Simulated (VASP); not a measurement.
# NaF in VASP: further runs

Aim: see how the results for NaF move with the level of theory and the settings. Levels: PBE, r2SCAN. Tasks: single point.

Program: VASP 6.6.1. These are calculated values, not measurements. Logs are shortened: lines on timing, memory, paths and dates and some standing lists are left out, and cuts for length are marked.

### Step 1. The cell of the first run

The structure is cubic, space group Fm-3m (No. 225). Conventional cell: a = 4.520 Å, b = 4.520 Å, c = 4.520 Å, α = 90.00°, β = 90.00°, γ = 90.00°. Within 3.0 Å of Na (site symmetry m-3m) lie 6 F at 2.26 Å. Within 3.0 Å of F (site symmetry m-3m) lie 6 Na at 2.26 Å.

### Step 2. Single point, PBE (strain -1.6%)

Contents of INCAR:

```
SYSTEM = NaF
  ALGO = Normal
  EDIFF = 1E-7
  ENCUT = 520
  GGA = PE
  ISIF = 2
  ISMEAR = -1
  LASPH = .True.
  LCHARG = .True.
  LELF = .True.
  LREAL = .False.
  LVHAR = .True.
  LWAVE = .False.
  NBANDS = 14
  NELM = 80
  PREC = Accurate
  SIGMA = 0.02
```

Contents of KPOINTS:

```
k-points
0
Gamma
  10 10 10
  0 0 0
```

Contents of POSCAR:

```
NaF
1.0
    0.0000000000      2.2601836819      2.2601836819
    2.2601836819      0.0000000000      2.2601836819
    2.2601836819      2.2601836819      0.0000000000
Na F
1 1
Direct
    0.0000000000      0.0000000000      0.0000000000
    0.5000000000      0.5000000000      0.5000000000
```

Potentials or basis: VASP PAW PBE potentials, release 64 (Na_pv, F).

Run with:

```console
$ cat potpaw_PBE.64/Na_pv/POTCAR potpaw_PBE.64/F/POTCAR > POTCAR
$ mpirun -np 1 vasp_std > vasp.out
```

OUTCAR:

```text
SYSTEM = NaF
   EDIFF = 1E-7
   ENCUT = 520
   GGA = PE
   ISIF = 2
   ISMEAR = -1
   LASPH = .True.
   LREAL = .False.
   NELM = 80
   PREC = Accurate

 ion  position               nearest neighbor table
   1  0.000  0.000  0.000-   2 2.26   2 2.26   2 2.26   2 2.26   2 2.26   2 2.26
   2  0.500  0.500  0.500-   1 2.26   1 2.26   1 2.26   1 2.26   1 2.26   1 2.26

  LATTYP: Found a face centered cubic cell.
 ALAT       =     4.5203673638

  Lattice vectors:

 A1 = (   0.0000000000,   2.2601836819,   2.2601836819)
 A2 = (   2.2601836819,   0.0000000000,   2.2601836819)
 A3 = (   2.2601836819,   2.2601836819,   0.0000000000)

Analysis of symmetry for initial positions (statically):
=====================================================================
 Subroutine PRICEL returns:
 Original cell was already a primitive cell.

 Routine SETGRP: Setting up the symmetry group for a
 face centered cubic supercell.

 Subroutine GETGRP returns: Found 48 space group operations
 (whereof 48 operations were pure point group operations)
 out of a pool of 48 trial point group operations.

The static configuration has the point symmetry O_h .

Analysis of symmetry for dynamics (positions and initial velocities):
=====================================================================
 Subroutine PRICEL returns:
 Original cell was already a primitive cell.

 Routine SETGRP: Setting up the symmetry group for a
 face centered cubic supercell.

 Subroutine GETGRP returns: Found 48 space group operations
 (whereof 48 operations were pure point group operations)
 out of a pool of 48 trial point group operations.

The dynamic configuration has the point symmetry O_h .

 Subroutine INISYM returns: Found 48 space group operations
 (whereof 48 operations are pure point group operations),
 and found     1 'primitive' translations

----------------------------------------------------------------------------------------

                                     Primitive cell

  volume of cell :      23.0920

  direct lattice vectors                    reciprocal lattice vectors
     0.000000000  2.260183682  2.260183682    -0.221220958  0.221220958  0.221220958
     2.260183682  0.000000000  2.260183682     0.221220958 -0.221220958  0.221220958
     2.260183682  2.260183682  0.000000000     0.221220958  0.221220958 -0.221220958

  length of vectors
     3.196382416  3.196382416  3.196382416     0.383165939  0.383165939  0.383165939

  position of ions in fractional coordinates (direct lattice)
     0.000000000  0.000000000  0.000000000
     0.500000000  0.500000000  0.500000000

  ion indices of the primitive-cell ions
   primitive index   ion index
                 1           1
                 2           2

----------------------------------------------------------------------------------------

 KPOINTS: k-points

Automatic generation of k-mesh.
 Grid dimensions read from file:
 generate k-points for:   10   10   10

 Generating k-lattice:

  Cartesian coordinates                     Fractional coordinates (reciprocal lattice)
    -0.022122096  0.022122096  0.022122096     0.100000000  0.000000000  0.000000000
     0.022122096 -0.022122096  0.022122096     0.000000000  0.100000000  0.000000000
     0.022122096  0.022122096 -0.022122096     0.000000000  0.000000000  0.100000000

  Length of vectors
     0.038316594  0.038316594  0.038316594

  Shift w.r.t. Gamma in fractional coordinates (k-lattice)
     0.000000000  0.000000000  0.000000000

 Subroutine IBZKPT returns following result:
 ===========================================

 Found     47 irreducible k-points:

 Following reciprocal coordinates:
            Coordinates               Weight
  0.000000  0.000000  0.000000      1.000000
  0.100000  0.000000  0.000000      8.000000
  0.200000  0.000000  0.000000      8.000000
  0.300000  0.000000  0.000000      8.000000
  0.400000  0.000000  0.000000      8.000000
  0.500000  0.000000  0.000000      4.000000
[... 16 lines left out ...]
  0.300000  0.300000  0.000000      6.000000
  0.400000  0.300000  0.000000     24.000000
 [... further k-points ...]
   k-points           NKPTS =     47   k-points in BZ     NKDIM =     47   number of bands    NBANDS=     14
   number of dos      NEDOS =    301   number of ions     NIONS =      2
   total plane-waves  NPLWV =  13824
   dimension x,y,z NGX =    24 NGY =   24 NGZ =   24
   dimension x,y,z NGXF=    48 NGYF=   48 NGZF=   48
   ions per type =               1   1
   NGX,Y,Z   is equivalent  to a cutoff of  12.48, 12.48, 12.48 a.u.
   NGXF,Y,Z  is equivalent  to a cutoff of  24.97, 24.97, 24.97 a.u.
 SYSTEM =  NaF
   PREC   = accura    normal or accurate (medium, high low for compatibility)
   ISTART =      0    job   : 0-new  1-cont  2-samecut
   ICHARG =      2    charge: 1-file 2-atom 10-const
   ISPIN  =      1    spin polarized calculation?
   LNONCOLLINEAR =      F non collinear calculations
   LSORBIT =      F    spin-orbit coupling
   LASPH  =      T    aspherical Exc in radial PAW
   ENCUT  =  520.0 eV  38.22 Ry    6.18 a.u.   5.94  5.94  5.94*2*pi/ulx,y,z
   NELM   =     80;   NELMIN=  2; NELMDL= -5     # of ELM steps
   EDIFF  = 0.1E-06   stopping-criterion for ELM
   LREAL  =      F    real-space projection
   EDIFFG = 0.1E-05   stopping-criterion for IOM
   NSW    =      0    number of steps for IOM
   IBRION =     -1    ionic relax: 0-MD 1-quasi-New 2-CG
   NFREE  =      0    steps in history (QN), initial steepest desc. (CG)
   ISIF   =      2    stress and relaxation
   ISYM   =      2    0-nonsym 1-usesym 2-fastsym
   POTIM  = 0.5000    time-step for ionic-motion
   TEBEG  =    0.0;   TEEND  =   0.0 temperature during run
   PSTRESS=    0.0 pullay stress
   NELECT =      14.0000    total number of electrons
   NUPDOWN=      -1.0000    fix difference up-down
   EMIN   =  10.00;   EMAX   =-10.00  energy-range for DOS
   EFERMI =   0.00;   METHOD = LEGACY
   ISMEAR =    -1;   SIGMA  =   0.02  broadening in eV -4-tet -1-fermi 0-gaus
   EFERMI_NEDOS =   21; number of points for ismear=-14 and -15
   IALGO  =     38    algorithm
   IMIX   =      4    mixing-type and parameters
     AMIX     =   0.40;   BMIX     =  1.00
     AMIX_MAG =   1.60;   BMIX_MAG =  1.00
  volume/ion in A,a.u.               =      11.55        77.92
  Fermi-wavevector in a.u.,A,eV,Ry     =   1.385576  2.618360 26.120759  1.919822
  Thomas-Fermi vector in A             =   2.509973
   LORBIT       =      0    0 simple, 1 ext, 2 COOP (PROOUT), +10 PAW based schemes
   GGA     = PE    functional components
   LHFCALC =     F    Hartree Fock is set to
   AEXX    =    0.0000 exact exchange contribution
   IVDW    =     0    specifies the selected vdW correction
   LEPSILON=     F    determine dielectric tensor
   LRPA    =     F    only Hartree local field effects (RPA)
 non-spin polarized calculation
  energy-cutoff  :      520.00
  volume of cell :       23.09
 maximum number of plane-waves:       636
   NGX = 11   NGY = 11   NGZ = 11

 number of electron      14.0000012 magnetization

 Free energy of the ion-electron system (eV)
  ---------------------------------------------------
  ext. energy  EPLUGINS =         0.00000000
  ---------------------------------------------------
  free energy    TOTEN  =        -8.51085590 eV

  energy without entropy =       -8.51085590  energy(sigma->0) =       -8.51085590

 E-fermi :  -1.1954     XC(G=0):  -9.5162

 val. band max:       -1.7397876938   @ k =   0.0000   0.0000   0.0000
 cond. band min:       4.9820201387   @ k =   0.0000   0.0000   0.0000
 fundamental gap:      6.7218078325
 Fermi energy:        -1.1953742982

 k-point     1 :       0.0000    0.0000    0.0000
  band No.  band energies     occupation
      1     -21.0474      2.00000
      2     -20.4713      2.00000
      3     -20.4713      2.00000
      4     -20.4713      2.00000
      5      -1.7398      2.00000
      6      -1.7398      2.00000
      7      -1.7398      2.00000
      8       4.9820      0.00000
      9      17.7711      0.00000
     10      17.7711      0.00000
     11      17.7711      0.00000
     12      20.7924      0.00000
     13      23.0539      0.00000
     14      23.0539      0.00000

 k-point     2 :       0.1000    0.0000    0.0000
  band No.  band energies     occupation
      1     -21.1541      2.00000
      2     -20.4727      2.00000
      3     -20.4727      2.00000
      4     -20.3488      2.00000
      5      -1.9560      2.00000
      6      -1.7687      2.00000
      7      -1.7687      2.00000
      8       5.3588      0.00000
      9      16.4642      0.00000
     10      17.9481      0.00000
     11      17.9481      0.00000
     12      22.3269      0.00000
     13      22.6921      0.00000
     14      22.6921      0.00000

 k-point     3 :       0.2000    0.0000    0.0000
  band No.  band energies     occupation
      1     -21.3393      2.00000
      2     -20.4764      2.00000
      3     -20.4764      2.00000
      4     -20.1216      2.00000
      5      -2.4547      2.00000
      6      -1.8436      2.00000
      7      -1.8436      2.00000
      8       6.3235      0.00000
      9      14.6878      0.00000
     10      18.4028      0.00000
     11      18.4028      0.00000
     12      22.1041      0.00000
     13      22.1041      0.00000
     14      23.7628      0.00000
[... 324 lines left out ...]
 k-point    23 :       0.3000    0.3000    0.0000
  band No.  band energies     occupation
      1     -21.2543      2.00000
      2     -20.5156      2.00000
      3     -20.5156      2.00000
      4     -20.1388      2.00000
      5      -2.9109      2.00000
      6      -2.0405      2.00000
      7      -2.0405      2.00000
      8       8.3915      0.00000
      9      12.9635      0.00000
     10      16.9572      0.00000
     11      18.6389      0.00000
     12      18.6389      0.00000
     13      25.1982      0.00000
     14      25.4193      0.00000

 k-point    24 :       0.4000    0.3000    0.0000
  band No.  band energies     occupation
      1     -21.2156      2.00000
      2     -20.5330      2.00000
      3     -20.5224      2.00000
      4     -20.1587      2.00000
      5      -3.0296      2.00000
      6      -2.1601      2.00000
      7      -2.0981      2.00000
      8       9.4275      0.00000
      9      12.4284      0.00000
     10      15.7974      0.00000
     11      18.7668      0.00000
     12      18.8219      0.00000
     13      24.9126      0.00000
     14      25.8448      0.00000

 [... further k-points ...]
[... 5 lines left out ...]
  --------------------------------------------------------------------------------------
  -------------------------------------------------------------------------------------
  Total        0.9878039      0.9878039      0.9878039     -0.0000000      0.0000000      0.0000000
  in kB       68.5362150     68.5362150     68.5362150     -0.0000000      0.0000000      0.0000000
  external PRESSURE =      68.5362150 kB  Pullay stress =       0.0000000 kB

 VOLUME and BASIS-vectors are now :
 -----------------------------------------------------------------------------
  energy-cutoff  :      520.00
  volume of cell :       23.09
      direct lattice vectors                 reciprocal lattice vectors
     0.000000000  2.260183682  2.260183682    -0.221220958  0.221220958  0.221220958
     2.260183682  0.000000000  2.260183682     0.221220958 -0.221220958  0.221220958
     2.260183682  2.260183682  0.000000000     0.221220958  0.221220958 -0.221220958

 POSITION                                       TOTAL-FORCE (eV/Angst)
 -----------------------------------------------------------------------------------
      0.00000      0.00000      0.00000         0.000000      0.000000      0.000000
      2.26018      2.26018      2.26018        -0.000000     -0.000000     -0.000000
 -----------------------------------------------------------------------------------
    total drift:                                0.000000     -0.000000      0.000000

  FREE ENERGIE OF THE ION-ELECTRON SYSTEM (eV)
  ---------------------------------------------------
  free  energy   TOTEN  =        -8.5108559024 eV

  energy  without entropy=       -8.5108559024  energy(sigma->0) =       -8.51085590
```

It took 8.3 s on 1 thread of Intel Xeon Platinum 8259CL at 2.50GHz (Skylake/Cascade Lake), shared host; peak memory 0.13 GiB.

What came out:

```yaml
Free_energy: -8.5109 eV
Pressure: 6.9 GPa
Band_gap_on_the_k_mesh: 6.72 eV
```

Caveat: the cell differs from its parent crystal (strain -1.6%); the cell stands under pressure.

### Step 3. Single point, r2SCAN (strain -1.6%)

POSCAR is that of step 2.

Contents of INCAR.step1:

```
PREC = Accurate
ENCUT = 520
ISMEAR = 0
SIGMA = 0.01
LREAL = F
LASPH = T
NELM = 60
NBANDS = 14
GGA = PE
ALGO = Normal
EDIFF = 1E-4
LWAVE = T
LCHARG = F
```

Contents of INCAR.step2:

```
PREC = Accurate
ENCUT = 520
EDIFF = 1E-6
ISMEAR = 0
SIGMA = 0.01
LREAL = F
LASPH = T
NELM = 60
ALGO = Normal
ISIF = 2
LWAVE = F
LCHARG = F
METAGGA = R2SCAN
LMIXTAU = T
NBANDS = 14
ISTART = 1
```

Contents of KPOINTS:

```
Automatic mesh
0
Gamma
  10 10 10
```

Potentials or basis: VASP PAW PBE potentials, release 64 (Na_pv, F).

Run with:

```console
$ cat potpaw_PBE.64/Na_pv/POTCAR potpaw_PBE.64/F/POTCAR > POTCAR
$ cp INCAR.step1 INCAR
$ mpirun -np 1 vasp_std > vasp.out
$ cp INCAR.step2 INCAR
$ mpirun -np 1 vasp_std > vasp.out
```

OUTCAR:

```text
PREC = Accurate
   ENCUT = 520
   EDIFF = 1E-6
   ISMEAR = 0
   LREAL = F
   LASPH = T
   NELM = 60
   ISIF = 2
   METAGGA = R2SCAN
   ISTART = 1

 ion  position               nearest neighbor table
   1  0.000  0.000  0.000-   2 2.26   2 2.26   2 2.26   2 2.26   2 2.26   2 2.26
   2  0.500  0.500  0.500-   1 2.26   1 2.26   1 2.26   1 2.26   1 2.26   1 2.26

  LATTYP: Found a face centered cubic cell.
 ALAT       =     4.5203673638

  Lattice vectors:

 A1 = (   0.0000000000,   2.2601836819,   2.2601836819)
 A2 = (   2.2601836819,   0.0000000000,   2.2601836819)
 A3 = (   2.2601836819,   2.2601836819,   0.0000000000)

Analysis of symmetry for initial positions (statically):
=====================================================================
 Subroutine PRICEL returns:
 Original cell was already a primitive cell.

 Routine SETGRP: Setting up the symmetry group for a
 face centered cubic supercell.

 Subroutine GETGRP returns: Found 48 space group operations
 (whereof 48 operations were pure point group operations)
 out of a pool of 48 trial point group operations.
[... 167 lines left out ...]
 fundamental gap:      7.6137524312
 Fermi energy:        -2.2587038239

 k-point     1 :       0.0000    0.0000    0.0000
  band No.  band energies     occupation
      1     -22.8209      2.00000
      2     -21.6716      2.00000
      3     -21.6712      2.00000
      4     -21.6712      2.00000
      5      -2.3945      2.00000
      6      -2.3945      2.00000
      7      -2.3945      2.00000
      8       5.2193      0.00000
      9      17.9280      0.00000
     10      17.9280      0.00000
     11      17.9280      0.00000
     12      20.7701      0.00000
     13      23.4369      0.00000
     14      23.4369      0.00000
[... 377 lines left out ...]
      1     -22.8329      2.00000
      2     -21.7305      2.00000
      3     -21.7199      2.00000
      4     -21.5235      2.00000
      5      -3.6666      2.00000
      6      -2.8135      2.00000
      7      -2.7529      2.00000
      8       9.7262      0.00000
      9      12.4390      0.00000
     10      16.4089      0.00000
     11      19.3374      0.00000
     12      19.4505      0.00000
     13      25.5938      0.00000
     14      26.2933      0.00000

 [... further k-points ...]
[... 5 lines left out ...]
  --------------------------------------------------------------------------------------
  -------------------------------------------------------------------------------------
  Total        0.3298567      0.3298567      0.3298567      0.0000000      0.0000000      0.0000000
  in kB       22.8862494     22.8862494     22.8862494      0.0000000      0.0000000      0.0000000
  external PRESSURE =      22.8862494 kB  Pullay stress =       0.0000000 kB

 VOLUME and BASIS-vectors are now :
 -----------------------------------------------------------------------------
  energy-cutoff  :      520.00
  volume of cell :       23.09
      direct lattice vectors                 reciprocal lattice vectors
     0.000000000  2.260183682  2.260183682    -0.221220958  0.221220958  0.221220958
     2.260183682  0.000000000  2.260183682     0.221220958 -0.221220958  0.221220958
     2.260183682  2.260183682  0.000000000     0.221220958  0.221220958 -0.221220958

 POSITION                                       TOTAL-FORCE (eV/Angst)
 -----------------------------------------------------------------------------------
      0.00000      0.00000      0.00000        -0.000000     -0.000000     -0.000000
      2.26018      2.26018      2.26018         0.000000      0.000000      0.000000
 -----------------------------------------------------------------------------------
    total drift:                                0.000000     -0.000000      0.000000

  FREE ENERGIE OF THE ION-ELECTRON SYSTEM (eV)
  ---------------------------------------------------
  free  energy   TOTEN  =       -12.5975279751 eV

  energy  without entropy=      -12.5975279751  energy(sigma->0) =      -12.59752798
```

OSZICAR.step1:

```text
N       E                     dE             d eps       ncg     rms          rms(c)
DAV:   1     0.101777190178E+03    0.10178E+03   -0.77626E+03  1352   0.125E+03
DAV:   2    -0.442700971655E+01   -0.10620E+03   -0.99632E+02  1442   0.335E+02
DAV:   3    -0.936321453703E+01   -0.49362E+01   -0.49261E+01  1658   0.658E+01
DAV:   4    -0.939993698775E+01   -0.36722E-01   -0.36721E-01  1466   0.601E+00
DAV:   5    -0.940026847117E+01   -0.33148E-03   -0.33148E-03  1646   0.576E-01    0.544E+00
DAV:   6    -0.851761897546E+01    0.88265E+00   -0.29585E+00  1602   0.154E+01    0.176E+00
DAV:   7    -0.850909334648E+01    0.85256E-02   -0.30000E-02  1364   0.206E+00    0.105E+00
DAV:   8    -0.851040457518E+01   -0.13112E-02   -0.25990E-02  1382   0.303E+00    0.140E-01
DAV:   9    -0.851089022376E+01   -0.48565E-03   -0.34749E-03  1762   0.572E-01    0.979E-02
DAV:  10    -0.851085307246E+01    0.37151E-04   -0.56075E-04  1400   0.299E-01
   1 F= -.85108531E+01 E0= -.85108531E+01  d E =-.130608-165
```

It took 28 s on 1 thread of Intel Xeon Platinum 8259CL at 2.50GHz (Skylake/Cascade Lake), shared host; peak memory 0.14 GiB.

What came out:

| Item | Value |
| --- | --- |
| Free energy | -12.5975 eV |
| Pressure | 2.3 GPa |
| Band gap on the k mesh | 7.61 eV |

Caveat: the cell differs from its parent crystal (strain -1.6%); the PAW data sets were made with another functional, which shifts forces and pressure a little.

(Part 1 of 2 ends here.)
